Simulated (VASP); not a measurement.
# CaSiI6 (Fm-3m) in VASP: single point with PBEsol

Aim: the single point of CaSiI6 with PBEsol.

All numbers are computed with VASP 6.6.1; they aren't measurements. Logs are shortened: lines on timing, memory, paths and dates and some standing lists are left out, and cuts for length are marked.

## 1. The cell of the first run

Symmetry: Fm-3m, No. 225, cubic system. The conventional cell has a = 11.466 Å, b = 11.466 Å, c = 11.466 Å, α = 90.00°, β = 90.00°, γ = 90.00°. Within 4.0 Å of Ca (site symmetry m-3m) lie 6 I at 3.06 Å. Si (site symmetry m-3m) has 6 I at 2.67 Å within 3.5 Å. I (site symmetry 4mm) has 1 Si at 2.67 Å and 1 Ca at 3.06 Å within 3.5 Å.

## 2. Single point, PBEsol

Input file INCAR:

```
ALGO = Normal ; EDIFF = 1E-6
ENCUT = 520 ; GGA = PS
ISIF = 2 ; ISMEAR = -1
LASPH = T ; LCHARG = F
LREAL = F ; LWAVE = F
NBANDS = 38 ; NELM = 60
PREC = Accurate ; SIGMA = 0.03
```

Input file KPOINTS:

```
k-points
0
Gamma
  4 4 4
```

Input file POSCAR:

```
CaSiI6
1.0
    0.0000000000      5.7328458322      5.7328458322
    5.7328458322      0.0000000000      5.7328458322
    5.7328458322      5.7328458322      0.0000000000
Ca Si I
1 1 6
Direct
    0.5000000000      0.5000000000      0.5000000000
    0.0000000000      0.0000000000      0.0000000000
    0.7671040333      0.2328959667      0.2328959667
    0.2328959667      0.7671040333      0.7671040333
    0.2328959667      0.7671040333      0.2328959667
    0.7671040333      0.2328959667      0.7671040333
    0.2328959667      0.2328959667      0.7671040333
    0.7671040333      0.7671040333      0.2328959667
```

Potentials or basis: VASP PAW PBE potentials, release 64 (Ca_sv, Si, I).

Started as:

```sh
cat potpaw_PBE.64/Ca_sv/POTCAR potpaw_PBE.64/Si/POTCAR potpaw_PBE.64/I/POTCAR > POTCAR
mpirun -np 1 vasp_std > vasp.out
```

OUTCAR:

```text
EDIFF = 1E-6
   ENCUT = 520
   GGA = PS
   ISIF = 2
   ISMEAR = -1
   LASPH = T
   LREAL = F
   NELM = 60
   PREC = Accurate

 ion  position               nearest neighbor table
   1  0.500  0.500  0.500-   3 3.06   4 3.06   5 3.06   6 3.06   7 3.06   8 3.06
   2  0.000  0.000  0.000-   3 2.67   4 2.67   5 2.67   6 2.67   7 2.67   8 2.67
   3  0.767  0.233  0.233-   2 2.67   1 3.06
   4  0.233  0.767  0.767-   2 2.67   1 3.06
   5  0.233  0.767  0.233-   2 2.67   1 3.06
   6  0.767  0.233  0.767-   2 2.67   1 3.06
   7  0.233  0.233  0.767-   2 2.67   1 3.06
   8  0.767  0.767  0.233-   2 2.67   1 3.06

  LATTYP: Found a face centered cubic cell.
 ALAT       =    11.4656916644

  Lattice vectors:

 A1 = (   0.0000000000,   5.7328458322,   5.7328458322)
 A2 = (   5.7328458322,   0.0000000000,   5.7328458322)
 A3 = (   5.7328458322,   5.7328458322,   0.0000000000)

Analysis of symmetry for initial positions (statically):
=====================================================================
 Subroutine PRICEL returns:
 Original cell was already a primitive cell.

 Routine SETGRP: Setting up the symmetry group for a
 face centered cubic supercell.

 Subroutine GETGRP returns: Found 48 space group operations
 (whereof 48 operations were pure point group operations)
 out of a pool of 48 trial point group operations.

The static configuration has the point symmetry O_h .

Analysis of symmetry for dynamics (positions and initial velocities):
=====================================================================
 Subroutine PRICEL returns:
 Original cell was already a primitive cell.

 Routine SETGRP: Setting up the symmetry group for a
 face centered cubic supercell.

 Subroutine GETGRP returns: Found 48 space group operations
 (whereof 48 operations were pure point group operations)
 out of a pool of 48 trial point group operations.

The dynamic configuration has the point symmetry O_h .

 Subroutine INISYM returns: Found 48 space group operations
 (whereof 48 operations are pure point group operations),
 and found     1 'primitive' translations

----------------------------------------------------------------------------------------

                                     Primitive cell

  volume of cell :     376.8259

  direct lattice vectors                    reciprocal lattice vectors
     0.000000000  5.732845832  5.732845832    -0.087216718  0.087216718  0.087216718
     5.732845832  0.000000000  5.732845832     0.087216718 -0.087216718  0.087216718
     5.732845832  5.732845832  0.000000000     0.087216718  0.087216718 -0.087216718

  length of vectors
     8.107468327  8.107468327  8.107468327     0.151063787  0.151063787  0.151063787

  position of ions in fractional coordinates (direct lattice)
     0.500000000  0.500000000  0.500000000
     0.000000000  0.000000000  0.000000000
     0.767104033  0.232895967  0.232895967
     0.232895967  0.767104033  0.767104033
     0.232895967  0.767104033  0.232895967
     0.767104033  0.232895967  0.767104033
     0.232895967  0.232895967  0.767104033
     0.767104033  0.767104033  0.232895967

  ion indices of the primitive-cell ions
   primitive index   ion index
                 1           1
                 2           2
                 3           3
                 4           4
                 5           5
                 6           6
                 7           7
                 8           8

----------------------------------------------------------------------------------------

 KPOINTS: k-points

Automatic generation of k-mesh.
 Grid dimensions read from file:
 generate k-points for:    4    4    4

 Generating k-lattice:

  Cartesian coordinates                     Fractional coordinates (reciprocal lattice)
    -0.021804180  0.021804180  0.021804180     0.250000000  0.000000000  0.000000000
     0.021804180 -0.021804180  0.021804180     0.000000000  0.250000000  0.000000000
     0.021804180  0.021804180 -0.021804180     0.000000000  0.000000000  0.250000000

  Length of vectors
     0.037765947  0.037765947  0.037765947

  Shift w.r.t. Gamma in fractional coordinates (k-lattice)
     0.000000000  0.000000000  0.000000000

 Subroutine IBZKPT returns following result:
 ===========================================

 Found      8 irreducible k-points:

 Following reciprocal coordinates:
            Coordinates               Weight
  0.000000  0.000000  0.000000      1.000000
  0.250000  0.000000  0.000000      8.000000
  0.500000  0.000000  0.000000      4.000000
  0.250000  0.250000  0.000000      6.000000
  0.500000  0.250000  0.000000     24.000000
 -0.250000  0.250000  0.000000     12.000000
  0.500000  0.500000  0.000000      3.000000
 -0.250000  0.500000  0.250000      6.000000
   k-points           NKPTS =      8   k-points in BZ     NKDIM =      8   number of bands    NBANDS=     38
   number of dos      NEDOS =    301   number of ions     NIONS =      8
   total plane-waves  NPLWV = 216000
   dimension x,y,z NGX =    60 NGY =   60 NGZ =   60
   dimension x,y,z NGXF=   120 NGYF=  120 NGZF=  120
   ions per type =               1   1   6
   NGX,Y,Z   is equivalent  to a cutoff of  12.30, 12.30, 12.30 a.u.
   NGXF,Y,Z  is equivalent  to a cutoff of  24.61, 24.61, 24.61 a.u.
 SYSTEM =  unknown system
   PREC   = accura    normal or accurate (medium, high low for compatibility)
   ISTART =      0    job   : 0-new  1-cont  2-samecut
   ICHARG =      2    charge: 1-file 2-atom 10-const
   ISPIN  =      1    spin polarized calculation?
   LNONCOLLINEAR =      F non collinear calculations
   LSORBIT =      F    spin-orbit coupling
   LASPH  =      T    aspherical Exc in radial PAW
   ENCUT  =  520.0 eV  38.22 Ry    6.18 a.u.  15.07 15.07 15.07*2*pi/ulx,y,z
   NELM   =     60;   NELMIN=  2; NELMDL= -5     # of ELM steps
   EDIFF  = 0.1E-05   stopping-criterion for ELM
   LREAL  =      F    real-space projection
   EDIFFG = 0.1E-04   stopping-criterion for IOM
   NSW    =      0    number of steps for IOM
   IBRION =     -1    ionic relax: 0-MD 1-quasi-New 2-CG
   NFREE  =      0    steps in history (QN), initial steepest desc. (CG)
   ISIF   =      2    stress and relaxation
   ISYM   =      2    0-nonsym 1-usesym 2-fastsym
   POTIM  = 0.5000    time-step for ionic-motion
   TEBEG  =    0.0;   TEEND  =   0.0 temperature during run
   PSTRESS=    0.0 pullay stress
   NELECT =      56.0000    total number of electrons
   NUPDOWN=      -1.0000    fix difference up-down
   EMIN   =  10.00;   EMAX   =-10.00  energy-range for DOS
   EFERMI =   0.00;   METHOD = LEGACY
   ISMEAR =    -1;   SIGMA  =   0.03  broadening in eV -4-tet -1-fermi 0-gaus
   EFERMI_NEDOS =   21; number of points for ismear=-14 and -15
   IALGO  =     38    algorithm
   IMIX   =      4    mixing-type and parameters
     AMIX     =   0.40;   BMIX     =  1.00
     AMIX_MAG =   1.60;   BMIX_MAG =  1.00
  volume/ion in A,a.u.               =      47.10       317.87
  Fermi-wavevector in a.u.,A,eV,Ry     =   0.867143  1.638662 10.230717  0.751936
  Thomas-Fermi vector in A             =   1.985634
   LORBIT       =      0    0 simple, 1 ext, 2 COOP (PROOUT), +10 PAW based schemes
   GGA     = PS    functional components
   LHFCALC =     F    Hartree Fock is set to
   AEXX    =    0.0000 exact exchange contribution
   IVDW    =     0    specifies the selected vdW correction
   LEPSILON=     F    determine dielectric tensor
   LRPA    =     F    only Hartree local field effects (RPA)
 non-spin polarized calculation
  energy-cutoff  :      520.00
  volume of cell :      376.83
 maximum number of plane-waves:     10197
   NGX = 31   NGY = 31   NGZ = 31

 number of electron      56.0000004 magnetization

 Free energy of the ion-electron system (eV)
  ---------------------------------------------------
  ext. energy  EPLUGINS =         0.00000000
  ---------------------------------------------------
  free energy    TOTEN  =       -21.90558487 eV

  energy without entropy =      -21.89099393  energy(sigma->0) =      -21.89828940

 E-fermi :   0.8968     XC(G=0):  -7.0899

 val. band max:        0.8542328026   @ k =   0.2500   0.0000   0.0000
 cond. band min:       0.9124003665   @ k =   0.5000   0.5000   0.0000
 fundamental gap:      0.0581675640
 Fermi energy:         0.8967751754

 k-point     1 :       0.0000    0.0000    0.0000
  band No.  band energies     occupation
      1     -39.9499      2.00000
      2     -21.0554      2.00000
      3     -21.0554      2.00000
      4     -21.0554      2.00000
      5     -12.1356      2.00000
      6     -11.0273      2.00000
[... 30 lines left out ...]
     37       5.6890      0.00000
     38       5.6890      0.00000

 k-point     2 :       0.2500    0.0000    0.0000
  band No.  band energies     occupation
      1     -39.9499      2.00000
      2     -21.0554      2.00000
      3     -21.0554      2.00000
      4     -21.0554      2.00000
      5     -12.0909      2.00000
      6     -11.1113      2.00000
[... 30 lines left out ...]
     37       6.2346      0.00000
     38       6.3243      0.00000

 k-point     3 :       0.5000    0.0000    0.0000
  band No.  band energies     occupation
      1     -39.9499      2.00000
      2     -21.0554      2.00000
      3     -21.0554      2.00000
      4     -21.0554      2.00000
      5     -12.0387      2.00000
      6     -11.2012      2.00000
[... 30 lines left out ...]
     37       6.8245      0.00000
[... 125 lines left out ...]
 k-point     7 :       0.5000    0.5000    0.0000
  band No.  band energies     occupation
      1     -39.9499      2.00000
      2     -21.0554      2.00000
      3     -21.0554      2.00000
      4     -21.0554      2.00000
      5     -12.0365      2.00000
      6     -11.0466      2.00000
[... 30 lines left out ...]
     37       6.1308      0.00000
     38       6.6899      0.00000

 k-point     8 :      -0.2500    0.5000    0.2500
  band No.  band energies     occupation
      1     -39.9499      2.00000
      2     -21.0554      2.00000
      3     -21.0554      2.00000
      4     -21.0554      2.00000
      5     -12.0277      2.00000
      6     -11.1050      2.00000
[... 30 lines left out ...]
     37       6.1031      0.00000
     38       7.0929      0.00000

------------------------ aborting loop because EDIFF is reached ----------------------------------------

  FORCE on cell =-STRESS in cart. coord.  units (eV):
  Direction    XX          YY          ZZ          XY          YZ          ZX
  --------------------------------------------------------------------------------------
  -------------------------------------------------------------------------------------
  Total        0.0768290      0.0768290      0.0768290      0.0000000     -0.0000000      0.0000000
  in kB        0.3266594      0.3266594      0.3266594      0.0000000     -0.0000000      0.0000000
  external PRESSURE =       0.3266594 kB  Pullay stress =       0.0000000 kB

 VOLUME and BASIS-vectors are now :
 -----------------------------------------------------------------------------
  energy-cutoff  :      520.00
  volume of cell :      376.83
      direct lattice vectors                 reciprocal lattice vectors
     0.000000000  5.732845832  5.732845832    -0.087216718  0.087216718  0.087216718
     5.732845832  0.000000000  5.732845832     0.087216718 -0.087216718  0.087216718
     5.732845832  5.732845832  0.000000000     0.087216718  0.087216718 -0.087216718

 POSITION                                       TOTAL-FORCE (eV/Angst)
 -----------------------------------------------------------------------------------
      5.73285      5.73285      5.73285         0.000000      0.000000      0.000000
      0.00000      0.00000      0.00000         0.000000     -0.000000     -0.000000
      2.67031      5.73285      5.73285        -0.005078      0.000000      0.000000
      8.79538      5.73285      5.73285         0.005078      0.000000      0.000000
      5.73285      2.67031      5.73285         0.000000     -0.005078      0.000000
      5.73285      8.79538      5.73285         0.000000      0.005078      0.000000
      5.73285      5.73285      2.67031         0.000000      0.000000     -0.005078
      5.73285      5.73285      8.79538         0.000000      0.000000      0.005078
 -----------------------------------------------------------------------------------
    total drift:                                0.000000     -0.000000     -0.000000

  FREE ENERGIE OF THE ION-ELECTRON SYSTEM (eV)
  ---------------------------------------------------
  free  energy   TOTEN  =       -21.9055848653 eV

  energy  without entropy=      -21.8909939266  energy(sigma->0) =      -21.89828940
```

Wall time 75 s (1 thread of Intel Xeon 6975P-C (Granite Rapids), shared host); peak memory 0.55 GiB.

Results:

```yaml
Free_energy: -21.9056 eV
Pressure: 0.0 GPa
Largest_force: 0.005 eV/Å
Band_gap_on_the_k_mesh: zero (band 28 reaches 0.92 eV, above the bottom of band 29 at 0.85 eV)
```

Forces on the atoms (eV/Å):
```
Ca   0.000  0.000  0.000
Si   0.000  0.000  0.000
I   -0.005  0.000  0.000
I    0.005  0.000  0.000
I    0.000 -0.005  0.000
I    0.000  0.005  0.000
I    0.000  0.000 -0.005
I    0.000  0.000  0.005
```

Caveat: the PAW data sets were made with another functional, which shifts forces and pressure a little; spin-orbit coupling is left out, which moves the levels of the heavy elements.
